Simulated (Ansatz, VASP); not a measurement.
Os: VASP beside Ansatz

```
Os
1.0
     2.73938    0.00000    0.00000
    -1.36969    2.37237    0.00000
     0.00000    0.00000    4.31382
Os
2
Direct
  0.33333 0.66667 0.25000
  0.66667 0.33333 0.75000
```

Alike in both runs: task single point; functional r2SCAN; k mesh 13 × 13 × 7; occupations fermi-dirac, width 0.1 eV; no spin polarisation.

```csv
,VASP,Ansatz
version,VASP 6.6.1,Ansatz 0.2.0
potentials or method,"VASP PAW PBE potentials, release 64 (Os), cutoff 520 eV","plane waves (500 eV) with PAW, scalar-relativistic"
valence electrons in the cell,16,32
```

VASP gave:

```
pressure (GPa) : 1.0
```

Problem. Estimate Ansatz's values.

Solution. Pressure (GPa): 0.0.

VASP's potentials were made for PBE, not for r2SCAN. With one functional, cell and mesh, what is left measures potentials, basis and numerics. VASP's potentials hold 16 valence electrons a cell and Ansatz's 32, so a difference there can come from the potentials and not from the codes.

Neither program's run includes spin-orbit coupling.
